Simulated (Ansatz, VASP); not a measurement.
Si3Rh: VASP beside Ansatz

```xyz
4
Lattice="3.8304 0.0000 0.0000 0.0000 3.8304 0.0000 0.0000 0.0000 3.8304" Properties=species:S:1:pos:R:3 pbc="T T T"
Si    0.0000    1.9152    1.9152
Si    1.9152    0.0000    1.9152
Si    1.9152    1.9152    0.0000
Rh    0.0000    0.0000    0.0000
```

Alike in both runs: task relaxation of cell and atoms; functional PBE; k mesh 12 × 12 × 12; occupations gaussian, width 0.1 eV; no spin polarisation.

|  | VASP | Ansatz |
| --- | --- | --- |
| version | VASP 6.6.1 | Ansatz 0.2.0 |
| potentials or method | VASP PAW PBE potentials, release 64 (Si, Rh_pv), cutoff 600 eV | scalar-relativistic, plane waves, PAW |
| valence electrons in the cell | 27 | 29 |

|  | VASP | Ansatz | Ansatz less VASP |
| --- | --- | --- | --- |
| gap on the k mesh at the Fermi level, each at its own relaxed structure (eV) | none | none | - |
| relaxed volume (Å³/atom) | 14.09 | 14.10 | +0.008 |
| relaxed cell length with the largest relative difference (Å) | 3.834 | 3.835 | +0.0007 |

A gap of «none» marks a metal or a gap that the smearing closes. VASP's potentials hold 27 valence electrons a cell and Ansatz's 29, so a difference there can come from the potentials and not from the codes.
